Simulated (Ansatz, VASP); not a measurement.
# One calculation of Cu, two programs

```xyz
1
Lattice="-1.4211 1.4211 1.4211 1.4211 -1.4211 1.4211 1.4211 1.4211 -1.4211" Properties=species:S:1:pos:R:3 pbc="T T T"
Cu    0.0000    0.0000    0.0000
```

Alike in both runs: task single point; functional r2SCAN; k mesh 20 × 20 × 20; occupations gaussian, width 0.05 eV; no spin polarisation.

|  | VASP | Ansatz |
| --- | --- | --- |
| version | VASP 6.6.1 | Ansatz 0.2.0 |
| potentials or method | VASP PAW PBE potentials, release 64 (Cu), cutoff 660 eV | scalar-relativistic, plane waves, PAW |
| valence electrons in the cell | 11 | 19 |

```csv
,VASP,Ansatz,Ansatz less VASP
pressure (GPa),0.5,-0.1,-0.60
```

VASP's potentials were made for PBE, not for r2SCAN. VASP's potentials hold 11 valence electrons a cell and Ansatz's 19, so a difference there can come from the potentials and not from the codes.
